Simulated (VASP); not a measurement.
# InAs: vibrations by perturbation theory with PBEsol

The system is InAs.

```xyz
2
Lattice="0.0000 3.0632 3.0632 3.0632 0.0000 3.0632 3.0632 3.0632 0.0000" Properties=species:S:1:pos:R:3 pbc="T T T"
In    0.0000    0.0000    0.0000
As    4.5948    4.5948    4.5948
```

* Program: VASP 6.6.1
* Task: vibrations by perturbation theory
* Functional: PBEsol
* Potentials or basis: VASP PAW PBE potentials, release 64 (In_d, As)
* Cutoff: 520 eV
* k mesh: 12 × 12 × 12
* Occupations: fermi-dirac, width 0.15 eV
* Spin: no spin polarisation
* Dipole correction: no
* Further INCAR settings: ALGO = Normal; EDIFF = 1e-08; NBANDS = 16; IBRION = 8; NSW = 1

- Highest phonon frequency at Γ, LO-TO splitting left out: 204 cm⁻¹

Phonon frequencies in cm⁻¹ (negative: imaginary):
```csv
q point,frequencies
"(0.000, 0.000, 0.000)",0 0 0 204 204 204
```

Wall time 3.6 min on 1 thread of Intel(R) Xeon(R) 6975P-C (Granite Rapids), on a shared host, peak memory 0.64 GiB.
